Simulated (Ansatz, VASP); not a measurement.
# AlNi in VASP and in Ansatz

INCAR

```
  PREC = Accurate
  ENCUT = 520
  EDIFF = 1E-6
  ISMEAR = -1
  SIGMA = 0.1
  LREAL = False
  LASPH = True
  NELM = 60
  ALGO = Normal
  ISIF = 2
  LWAVE = False
  LCHARG = False
  LDIPOL = True
  IDIPOL = 3
  DIPOL = 0.5 0.5 0.500
  GGA = PE
  NBANDS = 28
```

File KPOINTS:

```
regular mesh
0
Gamma
  13 9 1
```

POSCAR

```
AlNi
1.0
    2.8935740684      0.0000000000      0.0000000000
    0.0000000000      4.0921316912      0.0000000000
    0.0000000000      0.0000000000     20.0921000000
Ni Al
3 3
Direct
    0.7500000000      0.2500000000      0.4036566678
    0.7500000000      0.7500000000      0.5000000019
    0.7500000000      0.2500000000      0.5963433315
    0.2500000000      0.7500000000      0.3942061344
    0.2500000000      0.2500000000      0.4999999987
    0.2500000000      0.7500000000      0.6057938657
```

Input for Ansatz:

```yaml
crystal:
  lattice:
    - [2.8935740684, 0.0, 0.0]
    - [0.0, 4.0921316912, 0.0]
    - [0.0, 0.0, 20.0921]
  atoms:
    - { symbol: Ni, position: [0.75, 0.25, 0.4036566678] }
    - { symbol: Al, position: [0.25, 0.75, 0.3942061344] }
    - { symbol: Ni, position: [0.75, 0.75, 0.5000000019] }
    - { symbol: Al, position: [0.25, 0.25, 0.4999999987] }
    - { symbol: Ni, position: [0.75, 0.25, 0.5963433315] }
    - { symbol: Al, position: [0.25, 0.75, 0.6057938657] }
  periodic: [true, true, false]
kpoints:
  mp_grid: { grid: [13, 9, 1] }
scf:
  occupations: { method: fermi_dirac, width: 0.1 }
hamiltonian:
  xc: pbe
  pseudopotentials: { kind: all_electron, lapw: { basis_error: 0.001 } }
output:
  forces: true
  stress: true
  eigenvalues: true
```

Alike in both runs: task single point; functional PBE; k mesh 13 × 9 × 1; occupations fermi-dirac, width 0.1 eV; no spin polarisation.

|  | VASP | Ansatz |
| --- | --- | --- |
| version | VASP 6.6.1 | Ansatz 0.2.0 |
| potentials or method | VASP PAW PBE potentials, release 64 (Ni, Al), cutoff 520 eV | all-electron LAPW, scalar-relativistic |

```tsv
	VASP	Ansatz	Ansatz less VASP
rms of the force components (eV/Å)	0.005	0.001	-0.0037
```

Ansatz ran all-electron here, and VASP with PAW potentials. Ansatz's warnings: slab cell height set.
